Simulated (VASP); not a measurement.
# C (Fmmm) in VASP: a series of runs

C is run at these levels: r2SCAN; tasks: single point.

Program: VASP 6.6.1. These are calculated values, not measurements. Logs are shortened: lines on timing, memory, paths and dates and some standing lists are left out, and cuts for length are marked.

### 1 The cell of the first run

Symmetry: Fmmm, No. 69, orthorhombic system. Conventional cell: a = 2.456 Å, b = 4.254 Å, c = 6.696 Å, α = 90.00°, β = 90.00°, γ = 90.00°. Within 1.9 Å of C (site symmetry m2m) lie 3 C at 1.42 Å.

### 2 Single point, r2SCAN

The input, POSCAR:

```
C
1.0
    0.0000000000      2.1270000000      3.3480000000
    1.2280000000      0.0000000000      3.3480000000
    1.2280000000      2.1270000000      0.0000000000
C
2
Direct
    0.1666700000      0.8333300000      0.1666700000
    0.8333300000      0.1666700000      0.8333300000
```

The input, INCAR.step1:

```
PREC     = Accurate       # precision mode
ENCUT    = 520            # plane-wave cutoff, eV
ISMEAR   = 1              # smearing method
SIGMA    = 0.1            # smearing width, eV
LREAL    = F              # projectors in reciprocal space
LASPH    = T              # aspherical terms in the spheres
NELM     = 100            # most SCF steps
NBANDS   = 11             # bands
GGA      = PE             # functional
ALGO     = Normal         # electronic algorithm
EDIFF    = 1E-4           # SCF threshold, eV
LWAVE    = T              # write WAVECAR
LCHARG   = F              # write CHGCAR
```

The input, INCAR.step2:

```
PREC     = Accurate       # precision mode
ENCUT    = 520            # plane-wave cutoff, eV
EDIFF    = 1E-6           # SCF threshold, eV
ISMEAR   = 1              # smearing method
SIGMA    = 0.1            # smearing width, eV
LREAL    = F              # projectors in reciprocal space
LASPH    = T              # aspherical terms in the spheres
NELM     = 100            # most SCF steps
ALGO     = Normal         # electronic algorithm
ISIF     = 2              # what is computed and relaxed
LWAVE    = F              # write WAVECAR
LCHARG   = F              # write CHGCAR
METAGGA  = R2SCAN         # meta-GGA
LMIXTAU  = T            
NBANDS   = 11             # bands
ISTART   = 1
```

The input, KPOINTS:

```
regular mesh
0
Gamma
  4 4 4
```

Potentials or basis: VASP PAW PBE potentials, release 64 (C).

The run is started by

```bash
$ cat potpaw_PBE.64/C/POTCAR > POTCAR
$ cp INCAR.step1 INCAR
$ mpirun -np 1 vasp_std > vasp.out
$ cp INCAR.step2 INCAR
$ mpirun -np 1 vasp_std > vasp.out
```

OUTCAR:

```text
PREC = Accurate
   ENCUT = 520
   EDIFF = 1E-6
   ISMEAR = 1
   LREAL = F
   LASPH = T
   NELM = 100
   ISIF = 2
   METAGGA = R2SCAN
   ISTART = 1

 ion  position               nearest neighbor table
   1  0.167  0.833  0.167-   2 1.42   2 1.42   2 1.42
   2  0.833  0.167  0.833-   1 1.42   1 1.42   1 1.42

  LATTYP: Found a face centered orthorhombic cell.
 ALAT       =     2.4560000000
 B/A-ratio  =     1.7320846906
 C/A-ratio  =     2.7263843648

  Lattice vectors:

 A1 = (   0.0000000000,   2.1270000000,   3.3480000000)
 A2 = (   1.2280000000,   0.0000000000,   3.3480000000)
 A3 = (   1.2280000000,   2.1270000000,   0.0000000000)

Analysis of symmetry for initial positions (statically):
=====================================================================
 Subroutine PRICEL returns:
 Original cell was already a primitive cell.

 Routine SETGRP: Setting up the symmetry group for a
 face centered orthorhombic supercell.

 Subroutine GETGRP returns: Found  8 space group operations
 (whereof  8 operations were pure point group operations)
 out of a pool of  8 trial point group operations.

The static configuration has the point symmetry D_2h.

Analysis of symmetry for dynamics (positions and initial velocities):
=====================================================================
 Subroutine PRICEL returns:
 Original cell was already a primitive cell.

 Routine SETGRP: Setting up the symmetry group for a
 face centered orthorhombic supercell.

 Subroutine GETGRP returns: Found  8 space group operations
 (whereof  8 operations were pure point group operations)
 out of a pool of  8 trial point group operations.

The dynamic configuration has the point symmetry D_2h.

 Subroutine INISYM returns: Found  8 space group operations
 (whereof  8 operations are pure point group operations),
 and found     1 'primitive' translations

----------------------------------------------------------------------------------------

                                     Primitive cell

  volume of cell :      17.4897

  direct lattice vectors                    reciprocal lattice vectors
     0.000000000  2.127000000  3.348000000    -0.407166124  0.235072873  0.149342891
     1.228000000  0.000000000  3.348000000     0.407166124 -0.235072873  0.149342891
     1.228000000  2.127000000  0.000000000     0.407166124  0.235072873 -0.149342891

  length of vectors
[... 82 lines left out ...]
   ISYM   =      2    0-nonsym 1-usesym 2-fastsym
   POTIM  = 0.5000    time-step for ionic-motion
   TEBEG  =    0.0;   TEEND  =   0.0 temperature during run
   PSTRESS=    0.0 pullay stress
   NELECT =       8.0000    total number of electrons
   NUPDOWN=      -1.0000    fix difference up-down
   EMIN   =  10.00;   EMAX   =-10.00  energy-range for DOS
   EFERMI =   0.00;   METHOD = LEGACY
   ISMEAR =     1;   SIGMA  =   0.10  broadening in eV -4-tet -1-fermi 0-gaus
   EFERMI_NEDOS =   21; number of points for ismear=-14 and -15
   IALGO  =     38    algorithm
   IMIX   =      4    mixing-type and parameters
     AMIX     =   0.40;   BMIX     =  1.00
     AMIX_MAG =   1.60;   BMIX_MAG =  1.00
  volume/ion in A,a.u.               =       8.74        59.01
  Fermi-wavevector in a.u.,A,eV,Ry     =   1.261376  2.383654 21.647797  1.591068
  Thomas-Fermi vector in A             =   2.394838
   LORBIT       =      0    0 simple, 1 ext, 2 COOP (PROOUT), +10 PAW based schemes
   METAGGA = R2SCAN    functional components
   LHFCALC =     F    Hartree Fock is set to
   AEXX    =    0.0000 exact exchange contribution
   IVDW    =     0    specifies the selected vdW correction
   LEPSILON=     F    determine dielectric tensor
   LRPA    =     F    only Hartree local field effects (RPA)
 non-spin polarized calculation
 Methfessel and Paxton  Order N= 1 SIGMA  =   0.10
  energy-cutoff  :      520.00
  volume of cell :       17.49
 maximum number of plane-waves:       499
 NGX is ok and might be reduce to    30
   NGX = 15   NGY = 13   NGZ =  9

 number of electron       8.0000000 magnetization

 Free energy of the ion-electron system (eV)
  ---------------------------------------------------
  ext. energy  EPLUGINS =         0.00000000
  ---------------------------------------------------
  free energy    TOTEN  =       -19.89904479 eV

  energy without entropy =      -19.89913538  energy(sigma->0) =      -19.89907498

 E-fermi :   3.0932     XC(G=0): -11.1552

 val. band max:        3.0089781419   @ k =   0.5000   0.0000   0.5000
 cond. band min:       5.7238396397   @ k =   0.0000   0.5000   0.5000
 fundamental gap:      2.7148614978
 Fermi energy:         3.0931663643

 k-point     1 :       0.0000    0.0000    0.0000
  band No.  band energies     occupation
      1     -16.2560      2.00000
      2      -2.2957      2.00000
      3       1.5227      2.00000
      4       1.5494      2.00000
      5       9.1757      0.00000
      6      13.4459      0.00000
      7      13.5225      0.00000
      8      17.1688      0.00000
      9      18.0665      0.00000
     10      28.7307      0.00000
     11      31.6912      0.00000
[... 225 lines left out ...]
 k-point    18 :       0.0000    0.5000    0.5000
  band No.  band energies     occupation
      1     -10.4598      2.00000
      2      -9.2579      2.00000
      3      -2.1142      2.00000
      4       1.4803      2.00000
      5       5.7238      0.00000
      6      12.2944      0.00000
      7      19.3311      0.00000
      8      23.2110      0.00000
      9      25.6066      0.00000
     10      25.9889      0.00000
     11      26.9143      0.00000

------------------------ aborting loop because EDIFF is reached ----------------------------------------

  FORCE on cell =-STRESS in cart. coord.  units (eV):
  Direction    XX          YY          ZZ          XY          YZ          ZX
  --------------------------------------------------------------------------------------
  -------------------------------------------------------------------------------------
  Total       -0.0118681     -0.0375062      0.2439920     -0.0000000      0.0000000      0.0000000
  in kB       -1.0872008     -3.4358321     22.3514086     -0.0000000      0.0000000      0.0000000
  external PRESSURE =       5.9427919 kB  Pullay stress =       0.0000000 kB

 VOLUME and BASIS-vectors are now :
 -----------------------------------------------------------------------------
  energy-cutoff  :      520.00
  volume of cell :       17.49
      direct lattice vectors                 reciprocal lattice vectors
     0.000000000  2.127000000  3.348000000    -0.407166124  0.235072873  0.149342891
     1.228000000  0.000000000  3.348000000     0.407166124 -0.235072873  0.149342891
     1.228000000  2.127000000  0.000000000     0.407166124  0.235072873 -0.149342891

 POSITION                                       TOTAL-FORCE (eV/Angst)
 -----------------------------------------------------------------------------------
      1.22800      0.70901      3.34800         0.000000      0.011753      0.000000
      1.22800      3.54499      3.34800         0.000000     -0.011753      0.000000
 -----------------------------------------------------------------------------------
    total drift:                               -0.000000     -0.000000     -0.000000

  FREE ENERGIE OF THE ION-ELECTRON SYSTEM (eV)
  ---------------------------------------------------
  free  energy   TOTEN  =       -19.8990447850 eV

  energy  without entropy=      -19.8991353773  energy(sigma->0) =      -19.89907498
```

OSZICAR.step1:

```text
N       E                     dE             d eps       ncg     rms          rms(c)
DAV:   1     0.317127979776E+01    0.31713E+01   -0.42494E+03   396   0.652E+02
DAV:   2    -0.191034067704E+02   -0.22275E+02   -0.21628E+02   500   0.127E+02
DAV:   3    -0.196769318545E+02   -0.57353E+00   -0.57221E+00   512   0.164E+01
DAV:   4    -0.196787394135E+02   -0.18076E-02   -0.18074E-02   440   0.115E+00
DAV:   5    -0.196787464168E+02   -0.70032E-05   -0.70032E-05   501   0.680E-02    0.643E+00
DAV:   6    -0.187404051283E+02    0.93834E+00   -0.79557E-01   438   0.517E+00    0.376E+00
DAV:   7    -0.184420632280E+02    0.29834E+00   -0.89164E-01   469   0.554E+00    0.106E+00
DAV:   8    -0.184456949787E+02   -0.36318E-02   -0.20062E-02   441   0.906E-01    0.112E-01
DAV:   9    -0.184455094731E+02    0.18551E-03   -0.53223E-04   444   0.148E-01    0.537E-02
DAV:  10    -0.184455894047E+02   -0.79932E-04   -0.13909E-04   450   0.821E-02
   1 F= -.18445589E+02 E0= -.18445620E+02  d E =0.905923E-04
```

Wall time 13 s (1 thread of Intel Xeon Platinum 8488C (Sapphire Rapids), shared host); peak memory 0.13 GiB.

Results:

```yaml
Free_energy: -19.8990 eV
Pressure: 0.6 GPa
Largest_force: 0.012 eV/Å
Band_gap_on_the_k_mesh: 2.71 eV, indirect (least direct gap 4.24 eV)
```

Forces in eV/Å, atoms in the order of the input:
```
C    0.000  0.012  0.000
C    0.000 -0.012  0.000
```

Caveat: the k points lie up to 0.77 Å⁻¹ apart; the PAW data sets were made with another functional, which shifts forces and pressure a little.

### 3 Single point, r2SCAN

POSCAR is that of step 2.

The input, INCAR.step1:

```
ALGO = Normal
EDIFF = 1E-4
ENCUT = 520
GGA = PE
ISMEAR = 1
LASPH = True
LCHARG = False
LREAL = False
LWAVE = True
NBANDS = 11
NELM = 60
PREC = Accurate
SIGMA = 0.1
```

The input, INCAR.step2:

```
ALGO = Normal
EDIFF = 1E-6
ENCUT = 520
ISIF = 2
ISMEAR = 1
ISTART = 1
LASPH = True
LCHARG = False
LMIXTAU = True
LREAL = False
LWAVE = False
METAGGA = R2SCAN
NBANDS = 11
NELM = 60
PREC = Accurate
SIGMA = 0.1
```

The input, KPOINTS:

```
k-points
0
Gamma
  5 5 5
```

Potentials or basis: VASP PAW PBE potentials, release 64 (C).

The run is started by

```bash
$ cat potpaw_PBE.64/C/POTCAR > POTCAR
$ cp INCAR.step1 INCAR
$ mpirun -np 1 vasp_std > vasp.out
$ cp INCAR.step2 INCAR
$ mpirun -np 1 vasp_std > vasp.out
```

Wall time 17 s (1 thread of Intel Xeon Platinum 8488C (Sapphire Rapids), shared host); peak memory 0.13 GiB.

Results (log left out):

```yaml
Free_energy: -19.8467 eV
Pressure: 1.3 GPa
Largest_force: 0.069 eV/Å
Band_gap_on_the_k_mesh: 1.94 eV, indirect (least direct gap 2.67 eV)
```

Forces on the atoms (eV/Å):
```
C    0.000  0.069  0.000
C    0.000 -0.069  0.000
```

Stress tensor (GPa, compression positive):
```
0.95 0.00 0.00
0.00 1.37 0.00
0.00 0.00 1.43
```

Levels at points of the mesh, in eV from the valence-band top:
```tsv
k point	band 1	band 2	band 3	band 4	band 5	band 6	band 7	band 8	band 9
(0.00, 0.00, 0.00)	-20.01	-6.04	-2.23	-2.20	5.43	9.70	9.77	13.42	14.32
```

Caveat: the k points lie up to 0.62 Å⁻¹ apart; the PAW data sets were made with another functional, which shifts forces and pressure a little. A k mesh can miss the band edges.

### 4 Single point, r2SCAN

POSCAR is that of step 3.

The input, INCAR.step1:

```
PREC = Accurate
ENCUT = 520
ISMEAR = 1
SIGMA = 0.1
LREAL = False
LASPH = True
NELM = 80
NBANDS = 11
GGA = PE
ALGO = Normal
EDIFF = 1E-4
LWAVE = True
LCHARG = False
```

The input, INCAR.step2:

```
PREC = Accurate
ENCUT = 520
EDIFF = 1E-7
ISMEAR = 1
SIGMA = 0.1
LREAL = False
LASPH = True
NELM = 80
ALGO = Normal
ISIF = 2
LWAVE = False
LCHARG = True
METAGGA = R2SCAN
LMIXTAU = True
LELF = True
LVHAR = True
NBANDS = 11
ISTART = 1
```

The input, KPOINTS:

```
regular mesh
0
Gamma
  7 7 7
```

The run is started by

```bash
$ cat potpaw_PBE.64/C/POTCAR > POTCAR
$ cp INCAR.step1 INCAR
$ mpirun -np 1 vasp_std > vasp.out
$ cp INCAR.step2 INCAR
$ mpirun -np 1 vasp_std > vasp.out
```

It took 46 s on 1 thread of Intel Xeon Platinum 8488C (Sapphire Rapids), shared host; peak memory 0.14 GiB.

It converged, with:

```
Free energy            : -19.8796 eV
Pressure               : 1.1 GPa
Largest force          : 0.014 eV/Å
Band gap on the k mesh : 1.90 eV, indirect (least direct gap 2.00 eV)
```

Forces on the atoms (eV/Å):
```
C    0.000 -0.014  0.000
C    0.000  0.014  0.000
```

Stress tensor (GPa, compression positive):
```
0.84 0.00 0.00
0.00 0.16 0.00
0.00 0.00 2.17
```

Levels at points of the mesh, in eV from the valence-band top:
```tsv
k point	band 1	band 2	band 3	band 4	band 5	band 6	band 7	band 8	band 9
(0.00, 0.00, 0.00)	-20.05	-6.09	-2.27	-2.25	5.39	9.65	9.73	13.37	14.27
```

Caveat: the k points lie up to 0.44 Å⁻¹ apart; the PAW data sets were made with another functional, which shifts forces and pressure a little.

### 5 Single point, r2SCAN

POSCAR is that of step 4.

The input, INCAR.step1:

```
SYSTEM = C
PREC = Accurate
ENCUT = 520
ISMEAR = 1
SIGMA = 0.1
LREAL = .False.
LASPH = .True.
NELM = 100
NBANDS = 11
GGA = PE
ALGO = Normal
EDIFF = 1E-4
LWAVE = .True.
LCHARG = .False.
```

The input, INCAR.step2:

```
SYSTEM = C
PREC = Accurate
ENCUT = 520
EDIFF = 1E-7
ISMEAR = 1
SIGMA = 0.1
LREAL = .False.
LASPH = .True.
NELM = 100
ALGO = Normal
ISIF = 2
LWAVE = .False.
LCHARG = .True.
METAGGA = R2SCAN
LMIXTAU = .True.
LELF = .True.
LVHAR = .True.
NBANDS = 11
ISTART = 1
```

The input, KPOINTS:

```
regular mesh
0
Gamma
  11 11 11
  0 0 0
```

The run is started by

```bash
$ cat potpaw_PBE.64/C/POTCAR > POTCAR
$ cp INCAR.step1 INCAR
$ mpirun -np 1 vasp_std > vasp.out
$ cp INCAR.step2 INCAR
$ mpirun -np 1 vasp_std > vasp.out
```

Wall time 2.4 min (1 thread of Intel Xeon Platinum 8488C (Sapphire Rapids), shared host); peak memory 0.16 GiB.

Results (log left out):

```
Free energy            : -19.8691 eV
Pressure               : 1.1 GPa
Largest force          : 0.034 eV/Å
Band gap on the k mesh : 0.73 eV, indirect (least direct gap 0.88 eV)
```

Forces in eV/Å, atoms in the order of the input:
```
C    0.000  0.034  0.000
C    0.000 -0.034  0.000
```

Stress tensor (GPa, compression positive):
```
0.69 0.00 0.00
0.00 0.76 0.00
0.00 0.00 1.93
```

Levels at points of the mesh, in eV from the valence-band top:
```
           k point  band 1  band 2  band 3  band 4  band 5  band 6  band 7  band 8  band 9
(0.00, 0.00, 0.00)  -20.90   -6.94   -3.13   -3.10    4.54    8.80    8.88   12.52   13.42
```

Caveat: the PAW data sets were made with another functional, which shifts forces and pressure a little.

(Continued in part 2 of 2.)
